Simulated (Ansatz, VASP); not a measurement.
# Al in VASP and in Ansatz

The input POSCAR:

```
Al
1.0
    0.0000000000      1.9966927595      1.9966927595
    1.9966927595      0.0000000000      1.9966927595
    1.9966927595      1.9966927595      0.0000000000
Al
1
Direct
    0.0000000000      0.0000000000      0.0000000000
```

Contents of INCAR.step1:

```
  PREC = Accurate
  ENCUT = 520
  ISMEAR = -1
  SIGMA = 0.1
  LREAL = F
  LASPH = T
  NELM = 100
  NBANDS = 8
  GGA = PE
  ALGO = Normal
  EDIFF = 1E-4
  LWAVE = T
  LCHARG = F
```

Contents of INCAR.step2:

```
  PREC = Accurate
  ENCUT = 520
  EDIFF = 1E-7
  ISMEAR = -1
  SIGMA = 0.1
  LREAL = F
  LASPH = T
  NELM = 100
  ALGO = Normal
  ISIF = 2
  LWAVE = F
  LCHARG = T
  METAGGA = R2SCAN
  LMIXTAU = T
  LELF = T
  LVHAR = T
  NBANDS = 8
  ISTART = 1
```

KPOINTS

```
Automatic mesh
0
Gamma
  7 7 7
```

Input for Ansatz:

```yaml
crystal:
  lattice:
    - [0.0, 1.9966927595, 1.9966927595]
    - [1.9966927595, 0.0, 1.9966927595]
    - [1.9966927595, 1.9966927595, 0.0]
  atoms:
    - { symbol: Al, position: [0.0, 0.0, 0.0] }
hamiltonian:
  xc: r2scan
  pseudopotentials:
    kind: paw
    azcp:
      Al: "pseudopotentials/Al.paw.azcp"
basis:
  ecutwfc: 500
  fft_grid_basis: typed
kpoints:
  mp_grid: { grid: [7, 7, 7], shift: [0, 0, 0] }
magnetization:
  spin_polarized: false
scf:
  occupations: { method: fermi_dirac, width: 0.1 }
  lower_state_search: "off"
output:
  stress: true
```

Alike in both runs: task single point; functional r2SCAN; k mesh 7 × 7 × 7; occupations fermi-dirac, width 0.1 eV; no spin polarisation.

|  | VASP | Ansatz |
| --- | --- | --- |
| version | VASP 6.6.1 | Ansatz 0.2.0 |
| potentials or method | VASP PAW PBE potentials, release 64 (Al), cutoff 520 eV | plane waves (500 eV) with PAW, scalar-relativistic |
| valence electrons in the cell | 3 | 3 |

|  | VASP | Ansatz | Ansatz less VASP |
| --- | --- | --- | --- |
| pressure (GPa) | -0.4 | -0.1 | +0.33 |

VASP's potentials were made for PBE, not for r2SCAN. The functional is the same, so the differences come from potentials, cutoffs and numerics.

The k mesh is coarse, so the values compare programs but aren't converged.
